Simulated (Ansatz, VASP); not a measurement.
## Ag in VASP and in Ansatz

The input INCAR:

```
SYSTEM = Ag
PREC = Accurate ; ENCUT = 520
EDIFF = 1E-6 ; ISMEAR = -1
SIGMA = 0.05 ; LREAL = .False.
LASPH = .True. ; NELM = 100
ALGO = Normal ; ISIF = 2
LWAVE = .False. ; LCHARG = .False.
LDIPOL = .True. ; IDIPOL = 3
DIPOL = 0.5 0.5 0.500 ; NBANDS = 24
```

Contents of KPOINTS:

```
regular mesh
0
Gamma
  13 13 1
  0 0 0
```

The input POSCAR:

```
Ag
1.0
    2.8284417087      0.0000000000      0.0000000000
   -1.4142208543      2.4495023729      0.0000000000
    0.0000000000      0.0000000000     11.6033000000
Ag
3
Direct
    0.1666666667      0.3333333333      0.3016377104
    0.5000000000      1.0000000000      0.4999999913
    0.8333333333      0.6666666667      0.6983622896
```

Input for Ansatz:

```yaml
crystal:
  lattice:
    - [2.8284417087, 0.0, 0.0]
    - [-1.4142208543, 2.4495023729, 0.0]
    - [0.0, 0.0, 11.6033]
  atoms:
    - { symbol: Ag, position: [0.1666666667, 0.3333333333, 0.3016377104] }
    - { symbol: Ag, position: [0.5, 1.0, 0.4999999913] }
    - { symbol: Ag, position: [0.8333333333, 0.6666666667, 0.6983622896] }
kpoints:
  mp_grid: { grid: [13, 13, 1] }
scf:
  occupations: { method: fermi_dirac, width: 0.05 }
hamiltonian:
  xc: lda
  pseudopotentials: { kind: all_electron, lapw: { basis_error: 0.001 } }
output:
  forces: true
  stress: true
  eigenvalues: true
efield:
  axis: 3
  amplitude: 0
  dipole_correction: true
```

Alike in both runs: task single point; functional LDA; k mesh 13 × 13 × 1; occupations fermi-dirac, width 0.05 eV; no spin polarisation.

|  | VASP | Ansatz |
| --- | --- | --- |
| version | VASP 6.6.1 | Ansatz 0.2.0 |
| potentials or method | VASP PAW LDA potentials, release 64 (Ag), cutoff 520 eV | all-electron LAPW, scalar-relativistic |

```csv
,VASP,Ansatz,Ansatz less VASP
rms of the force components (eV/Å),0.008,0.004,-0.0037
```

LDA's correlation is that of Perdew and Zunger in VASP and of Perdew and Wang (1992) in Ansatz. Atom by atom the forces differ by 0.004 eV/Å (rms over components). Ansatz ran all-electron here, and VASP with PAW potentials. Ansatz's warnings: vacuum density over bound.
